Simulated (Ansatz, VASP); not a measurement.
## One calculation of MgO, two programs

Contents of INCAR:

```
  PREC = Accurate
  ENCUT = 520
  EDIFF = 1E-7
  ISMEAR = 0
  SIGMA = 0.05
  LREAL = F
  LASPH = T
  NELM = 100
  ALGO = Normal
  ISIF = 2
  LWAVE = F
  LCHARG = F
  GGA = PE
  NBANDS = 16
```

The input KPOINTS:

```
regular mesh
0
Gamma
  9 9 6
```

File POSCAR:

```
MgO
1.0
    3.6270000000      0.0000000000      0.0000000000
   -1.8135000000      3.1410741395      0.0000000000
    0.0000000000      0.0000000000      4.4090000000
Mg O
2 2
Direct
    0.6666666667      0.3333333333      0.7500000000
    0.3333333333      0.6666666667      0.2500000000
    0.6666666667      0.3333333333      0.2500000000
    0.3333333333      0.6666666667      0.7500000000
```

Input for Ansatz:

```yaml
crystal:
  lattice:
    - [3.627, 0.0, 0.0]
    - [-1.8135, 3.1410741395, 0.0]
    - [0.0, 0.0, 4.409]
  atoms:
    - { symbol: Mg, position: [0.6666666667, 0.3333333333, 0.75] }
    - { symbol: Mg, position: [0.3333333333, 0.6666666667, 0.25] }
    - { symbol: O, position: [0.6666666667, 0.3333333333, 0.25] }
    - { symbol: O, position: [0.3333333333, 0.6666666667, 0.75] }
basis:
  ecutwfc: 520.0
kpoints:
  mp_grid: { grid: [9, 9, 6] }
hamiltonian:
  xc: pbe
  pseudopotentials: { kind: paw, azcp: { folder: soft_1 } }
scf:
  occupations: { method: gaussian, width: 0.05 }
output:
  forces: true
  stress: true
  eigenvalues: true
  write_density: true
  write_potential: true
  elf: true
  volumetric_format: npy
```

Alike in both runs: task single point; functional PBE; k mesh 9 × 9 × 6; occupations gaussian, width 0.05 eV; no spin polarisation.

```csv
,VASP,Ansatz
version,VASP 6.6.1,Ansatz 0.2.0
potentials or method,"VASP PAW PBE potentials, release 64 (Mg, O), cutoff 520 eV","scalar-relativistic, plane waves, PAW"
valence electrons in the cell,16,32
```

Ansatz gave:

```
gap on the k mesh at the Fermi level (eV)                     : 2.78
least direct gap on the mesh (eV)                             : 2.78
pressure (GPa)                                                : -10.0
traceless stress, the component that is largest in VASP (GPa) : -0.81
```

**Question.** Estimate VASP's values.

**Answer.** gap on the k mesh at the Fermi level (eV): 2.76; least direct gap on the mesh (eV): 2.76; pressure (GPa): -10.6; traceless stress, the component that is largest in VASP (GPa): -0.89.

VASP's potentials hold 16 valence electrons a cell and Ansatz's 32, so a difference there can come from the potentials and not from the codes.
